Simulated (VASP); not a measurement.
# Li (P1) in VASP: single point with PBE

Aim: the single point of Li with PBE.

Program: VASP 6.6.1. These are calculated values, not measurements. Logs are shortened: lines on timing, memory, paths and dates and some standing lists are left out, and cuts for length are marked.

**1. The cell of the first run**

The typed cell holds 4 atoms: a = 4.461 Å, b = 4.473 Å, c = 4.501 Å, α = 90.14°, β = 89.55°, γ = 89.62°.

**2. Single point, PBE (atoms moved at random and the cell strained at random)**

Contents of INCAR:

```
PREC = Accurate
ENCUT = 520
EDIFF = 1E-6
ISMEAR = 0
SIGMA = 0.1
LREAL = False
LASPH = True
NELM = 60
ALGO = Fast
ISIF = 2
LWAVE = False
LCHARG = False
GGA = PE
NBANDS = 14
```

Contents of KPOINTS:

```
Automatic mesh
0
Gamma
  8 8 8
```

Contents of POSCAR:

```
Li
1.0
    4.4613001714      0.0148332863      0.0175950393
    0.0148332863      4.4734607935     -0.0057016836
    0.0175950393     -0.0057016836      4.5008110572
Li
4
Direct
    0.8527740163      0.1186320436      0.6009687696
    0.4219723840      0.3932998706      0.3741886033
    0.1142790837      0.6135606994      0.8828114598
    0.6109745160      0.8745051414      0.1420311672
```

Potentials or basis: VASP PAW PBE potentials, release 64 (Li_sv).

Launch:

```sh
> cat potpaw_PBE.64/Li_sv/POTCAR > POTCAR
> mpirun -np 1 vasp_std > vasp.out
```

OUTCAR:

```text
PREC = Accurate
   ENCUT = 520
   EDIFF = 1E-6
   ISMEAR = 0
   LREAL = False
   LASPH = True
   NELM = 60
   ISIF = 2
   GGA = PE

 ion  position               nearest neighbor table
   1  0.853  0.119  0.601-   2 2.50   4 2.58
   2  0.422  0.393  0.374-   1 2.50   4 2.54
   3  0.114  0.614  0.883-
   4  0.611  0.875  0.142-   2 2.54   1 2.58

  LATTYP: Found a triclinic cell.
 ALAT       =     6.2969015988
 B/A-ratio  =     0.7085007535
 C/A-ratio  =     1.0090457685
 COS(alpha) =     0.0008880199
 COS(beta)  =     0.5020835585
 COS(gamma) =     0.7037866694

  Lattice vectors:

 A1 = (   4.4464668851,  -4.4586275072,   0.0232967229)
 A2 = (   4.4613001714,   0.0148332863,   0.0175950393)
 A3 = (   0.0027617530,  -4.4791624771,   4.5065127408)

Analysis of symmetry for initial positions (statically):
=====================================================================
 Subroutine PRICEL returns:
 Original cell was already a primitive cell.

 Routine SETGRP: Setting up the symmetry group for a
 triclinic supercell.

 Subroutine GETGRP returns: Found  1 space group operations
 (whereof  1 operations were pure point group operations)
 out of a pool of  2 trial point group operations.

The static configuration has the point symmetry C_1 .

Analysis of symmetry for dynamics (positions and initial velocities):
=====================================================================
 Subroutine PRICEL returns:
 Original cell was already a primitive cell.

 Routine SETGRP: Setting up the symmetry group for a
 triclinic supercell.

 Subroutine GETGRP returns: Found  1 space group operations
 (whereof  1 operations were pure point group operations)
 out of a pool of  2 trial point group operations.

The dynamic configuration has the point symmetry C_1 .

 Subroutine INISYM returns: Found  1 space group operations
 (whereof  1 operations are pure point group operations),
 and found     1 'primitive' translations

----------------------------------------------------------------------------------------

                                     Primitive cell

  volume of cell :      89.8222

  direct lattice vectors                    reciprocal lattice vectors
     4.461300171  0.014833286  0.017595039     0.224155838 -0.000744383 -0.000877236
     0.014833286  4.473460794 -0.005701684    -0.000744383  0.223543408  0.000286098
     0.017595039 -0.005701684  4.500811057    -0.000877236  0.000286098  0.222185969

  length of vectors
     4.461359527  4.473489019  4.500849061     0.224158790  0.223544831  0.222187885

  position of ions in fractional coordinates (direct lattice)
     0.852774016  0.118632044  0.600968770
     0.421972384  0.393299871  0.374188603
     0.114279084  0.613560699  0.882811460
     0.610974516  0.874505141  0.142031167

  ion indices of the primitive-cell ions
   primitive index   ion index
                 1           1
                 2           2
                 3           3
                 4           4

----------------------------------------------------------------------------------------

 KPOINTS: Automatic mesh

Automatic generation of k-mesh.
 Grid dimensions read from file:
 generate k-points for:    8    8    8

 Generating k-lattice:

  Cartesian coordinates                     Fractional coordinates (reciprocal lattice)
     0.028019480 -0.000093048 -0.000109655     0.125000000 -0.000000000 -0.000000000
    -0.000093048  0.027942926  0.000035762     0.000000000  0.125000000  0.000000000
    -0.000109655  0.000035762  0.027773246     0.000000000  0.000000000  0.125000000

  Length of vectors
     0.028019849  0.027943104  0.027773486

  Shift w.r.t. Gamma in fractional coordinates (k-lattice)
     0.000000000  0.000000000  0.000000000

 Subroutine IBZKPT returns following result:
 ===========================================

 Found    260 irreducible k-points:

 Following reciprocal coordinates:
            Coordinates               Weight
  0.000000  0.000000  0.000000      1.000000
  0.125000  0.000000  0.000000      2.000000
  0.250000  0.000000  0.000000      2.000000
  0.375000  0.000000  0.000000      2.000000
  0.500000  0.000000  0.000000      1.000000
  0.000000  0.125000  0.000000      2.000000
[... 16 lines left out ...]
  0.125000  0.375000  0.000000      2.000000
  0.250000  0.375000  0.000000      2.000000
 [... further k-points ...]
   k-points           NKPTS =    260   k-points in BZ     NKDIM =    260   number of bands    NBANDS=     14
   number of dos      NEDOS =    301   number of ions     NIONS =      4
   total plane-waves  NPLWV =  46656
   dimension x,y,z NGX =    36 NGY =   36 NGZ =   36
   dimension x,y,z NGXF=    72 NGYF=   72 NGZF=   72
   ions per type =               4
   NGX,Y,Z   is equivalent  to a cutoff of  13.41, 13.38, 13.30 a.u.
   NGXF,Y,Z  is equivalent  to a cutoff of  26.83, 26.76, 26.59 a.u.
 SYSTEM =  unknown system
   PREC   = accura    normal or accurate (medium, high low for compatibility)
   ISTART =      0    job   : 0-new  1-cont  2-samecut
   ICHARG =      2    charge: 1-file 2-atom 10-const
   ISPIN  =      1    spin polarized calculation?
   LNONCOLLINEAR =      F non collinear calculations
   LSORBIT =      F    spin-orbit coupling
   LASPH  =      T    aspherical Exc in radial PAW
   ENCUT  =  520.0 eV  38.22 Ry    6.18 a.u.   8.30  8.32  8.37*2*pi/ulx,y,z
   NELM   =     60;   NELMIN=  2; NELMDL= -5     # of ELM steps
   EDIFF  = 0.1E-05   stopping-criterion for ELM
   LREAL  =      F    real-space projection
   EDIFFG = 0.1E-04   stopping-criterion for IOM
   NSW    =      0    number of steps for IOM
   IBRION =     -1    ionic relax: 0-MD 1-quasi-New 2-CG
   NFREE  =      0    steps in history (QN), initial steepest desc. (CG)
   ISIF   =      2    stress and relaxation
   ISYM   =      2    0-nonsym 1-usesym 2-fastsym
   POTIM  = 0.5000    time-step for ionic-motion
   TEBEG  =    0.0;   TEEND  =   0.0 temperature during run
   PSTRESS=    0.0 pullay stress
   NELECT =      12.0000    total number of electrons
   NUPDOWN=      -1.0000    fix difference up-down
   EMIN   =  10.00;   EMAX   =-10.00  energy-range for DOS
   EFERMI =   0.00;   METHOD = LEGACY
   ISMEAR =     0;   SIGMA  =   0.10  broadening in eV -4-tet -1-fermi 0-gaus
   EFERMI_NEDOS =   21; number of points for ismear=-14 and -15
   IALGO  =     68    algorithm
   IMIX   =      4    mixing-type and parameters
     AMIX     =   0.40;   BMIX     =  1.00
     AMIX_MAG =   1.60;   BMIX_MAG =  1.00
  volume/ion in A,a.u.               =      22.46       151.54
  Fermi-wavevector in a.u.,A,eV,Ry     =   0.836901  1.581513  9.529563  0.700403
  Thomas-Fermi vector in A             =   1.950702
   LORBIT       =      0    0 simple, 1 ext, 2 COOP (PROOUT), +10 PAW based schemes
   GGA     = PE    functional components
   LHFCALC =     F    Hartree Fock is set to
   AEXX    =    0.0000 exact exchange contribution
   IVDW    =     0    specifies the selected vdW correction
   LEPSILON=     F    determine dielectric tensor
   LRPA    =     F    only Hartree local field effects (RPA)
 non-spin polarized calculation
 RMM-DIIS sequential band-by-band and
 Gauss-broadening in eV      SIGMA  =   0.10
  energy-cutoff  :      520.00
  volume of cell :       89.82
 maximum number of plane-waves:      2447
 NGX is ok and might be reduce to    36
   NGX = 17   NGY = 17   NGZ = 17

 number of electron      12.0000001 magnetization

 Free energy of the ion-electron system (eV)
  ---------------------------------------------------
  ext. energy  EPLUGINS =         0.00000000
  ---------------------------------------------------
  free energy    TOTEN  =        -6.49100317 eV

  energy without entropy =       -6.48255646  energy(sigma->0) =       -6.48677981

 E-fermi :   0.4469     XC(G=0):  -6.7859

 val. band max:        0.4417782786   @ k =   0.5000   0.5000   0.2500
 cond. band min:       0.4477913161   @ k =  -0.3750   0.3750   0.1250
 fundamental gap:      0.0060130375
 Fermi energy:         0.4468885025

 k-point     1 :       0.0000    0.0000    0.0000
  band No.  band energies     occupation
      1     -46.7863      2.00000
      2     -46.7566      2.00000
      3     -46.7404      2.00000
      4     -46.7158      2.00000
      5      -3.0311      2.00000
      6       2.3559      0.00000
      7       2.5931      0.00000
      8       2.6045      0.00000
      9       2.7602      0.00000
     10       2.8913      0.00000
     11       3.0186      0.00000
     12       8.0768      0.00000
     13       8.2257      0.00000
     14       8.4366      0.00000

 k-point     2 :       0.1250    0.0000    0.0000
  band No.  band energies     occupation
      1     -46.7854      2.00000
      2     -46.7575      2.00000
      3     -46.7404      2.00000
      4     -46.7158      2.00000
      5      -2.9417      2.00000
      6       1.4224      0.00000
      7       2.4259      0.00000
      8       2.6626      0.00000
      9       2.8521      0.00000
     10       2.9462      0.00000
     11       4.2720      0.00000
     12       7.4058      0.00000
     13       7.8190      0.00000
     14       8.1140      0.00000

 k-point     3 :       0.2500    0.0000    0.0000
  band No.  band energies     occupation
      1     -46.7830      2.00000
      2     -46.7598      2.00000
      3     -46.7405      2.00000
      4     -46.7157      2.00000
      5      -2.6726      2.00000
      6       0.2413      1.99636
      7       2.4799      0.00000
      8       2.8296      0.00000
      9       3.1141      0.00000
     10       3.2171      0.00000
     11       5.4881      0.00000
     12       6.4701      0.00000
     13       6.9809      0.00000
     14       7.2057      0.00000
[... 324 lines left out ...]
 k-point    23 :       0.1250    0.3750    0.0000
  band No.  band energies     occupation
      1     -46.7782      2.00000
      2     -46.7626      2.00000
      3     -46.7388      2.00000
      4     -46.7192      2.00000
      5      -2.1442      2.00000
      6      -0.7007      2.00000
      7       2.0936      0.00000
      8       2.7963      0.00000
      9       3.2607      0.00000
     10       3.9924      0.00000
     11       5.5317      0.00000
     12       5.9748      0.00000
     13       6.2283      0.00000
     14       7.4765      0.00000

 k-point    24 :       0.2500    0.3750    0.0000
  band No.  band energies     occupation
      1     -46.7772      2.00000
      2     -46.7622      2.00000
      3     -46.7400      2.00000
      4     -46.7195      2.00000
      5      -1.8838      2.00000
      6      -0.4655      2.00000
      7       1.0993      0.00000
      8       2.2539      0.00000
      9       3.4183      0.00000
     10       3.8727      0.00000
     11       5.8132      0.00000
     12       6.1639      0.00000
     13       6.8866      0.00000
     14       7.9795      0.00000

 [... further k-points ...]
[... 5 lines left out ...]
  --------------------------------------------------------------------------------------
  -------------------------------------------------------------------------------------
  Total       -0.2284921      0.3631747     -0.1468132     -0.2436670      0.0460242      0.7871118
  in kB       -4.0756617      6.4780241     -2.6187379     -4.3463391      0.8209438     14.0398784
  external PRESSURE =      -0.0721252 kB  Pullay stress =       0.0000000 kB

 VOLUME and BASIS-vectors are now :
 -----------------------------------------------------------------------------
  energy-cutoff  :      520.00
  volume of cell :       89.82
      direct lattice vectors                 reciprocal lattice vectors
     4.461300171  0.014833286  0.017595039     0.224155838 -0.000744383 -0.000877236
     0.014833286  4.473460794 -0.005701684    -0.000744383  0.223543408  0.000286098
     0.017595039 -0.005701684  4.500811057    -0.000877236  0.000286098  0.222185969

 POSITION                                       TOTAL-FORCE (eV/Angst)
 -----------------------------------------------------------------------------------
      3.81681      0.53992      2.71918         0.441149     -0.091170      0.274917
      1.89496      1.76354      1.68933        -0.383487      0.077864      0.125615
      0.53447      2.74140      3.97188        -0.059279     -0.073212     -0.036582
      2.74121      3.92032      0.64502         0.001616      0.086518     -0.363949
 -----------------------------------------------------------------------------------
    total drift:                               -0.000358     -0.000454     -0.000471

  FREE ENERGIE OF THE ION-ELECTRON SYSTEM (eV)
  ---------------------------------------------------
  free  energy   TOTEN  =        -6.4910031732 eV

  energy  without entropy=       -6.4825564559  energy(sigma->0) =       -6.48677981
```

Wall time 2.2 min (1 thread of Intel Xeon 6975P-C (Granite Rapids), shared host); peak memory 0.35 GiB.

Results:

```
Free energy            : -6.4910 eV
Largest force          : 0.528 eV/Å
Band gap on the k mesh : zero (bands 6 and 7 overlap by 2.21 eV)
```

Forces in eV/Å, atoms in the order of the input:
```
Li   0.441 -0.091  0.275
Li  -0.383  0.078  0.126
Li  -0.059 -0.073 -0.037
Li   0.002  0.087 -0.364
```

Caveat: the cell differs from its parent crystal (atoms moved at random and the cell strained at random); the cutoff is under 1.25 times the usual one of these potentials, so pressure, stress and relaxed cells hold a basis-set (Pulay) error.
